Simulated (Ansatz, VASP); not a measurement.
**One calculation of GaSb, two programs**

The input INCAR:

```
SYSTEM = GaSb
  ALGO = Normal
  EDIFF = 1E-7
  ENCUT = 520
  GGA = PS
  ISIF = 2
  ISMEAR = 0
  LASPH = .TRUE.
  LCHARG = .FALSE.
  LREAL = .FALSE.
  LWAVE = .FALSE.
  NBANDS = 16
  NELM = 60
  PREC = Accurate
  SIGMA = 0.15
```

KPOINTS

```
k-points
0
G
  14 14 14
  0 0 0
```

The input POSCAR:

```
GaSb
1.0
    0.0000000000      2.9366400000      3.0590000000
    3.0590000000      0.0000000000      3.0590000000
    3.0590000000      2.9366400000      0.0000000000
Ga Sb
1 1
Direct
    0.0000000000      0.0000000000      0.0000000000
    0.7500000000      0.7500000000      0.7500000000
```

Input for Ansatz:

```yaml
crystal:
  lattice:
    - [0.0, 2.93664, 3.059]
    - [3.059, 0.0, 3.059]
    - [3.059, 2.93664, 0.0]
  atoms:
    - { symbol: Ga, position: [0.0, 0.0, 0.0] }
    - { symbol: Sb, position: [0.75, 0.75, 0.75] }
basis:
  ecutwfc: 420
kpoints:
  mp_grid: { grid: [14, 14, 14] }
hamiltonian:
  xc: pbesol
scf:
  occupations: { method: gaussian, width: 0.15 }
output:
  forces: true
  stress: true
  eigenvalues: true
```

Change from the starting cell: strain -0.0400 x Voigt [0, 1, 0, 0, 0, 0], atoms carried along.

Alike in both runs: task single point; functional PBEsol; k mesh 14 × 14 × 14; occupations gaussian, width 0.15 eV; no spin polarisation.

|  | VASP | Ansatz |
| --- | --- | --- |
| version | VASP 6.6.1 | Ansatz 0.2.0 |
| potentials or method | VASP PAW PBE potentials, release 64 (Ga_d, Sb), cutoff 520 eV | scalar-relativistic, plane waves, PAW |
| valence electrons in the cell | 18 | 28 |

|  | VASP | Ansatz | Ansatz less VASP |
| --- | --- | --- | --- |
| gap on the k mesh at the Fermi level (eV) | 0.12 | 0.11 | -0.014 |
| least direct gap on the mesh (eV) | 0.12 | 0.11 | -0.014 |
| pressure (GPa) | 2.2 | 2.1 | -0.11 |
| traceless stress, the component that is largest in VASP (GPa) | 1.11 | 1.11 | +0.002 |

VASP's potentials were made for PBE, not for PBEsol. With one functional, cell and mesh, what is left measures potentials, basis and numerics. VASP's potentials hold 18 valence electrons a cell and Ansatz's 28, so a difference there can come from the potentials and not from the codes.

Neither program's run includes spin-orbit coupling.
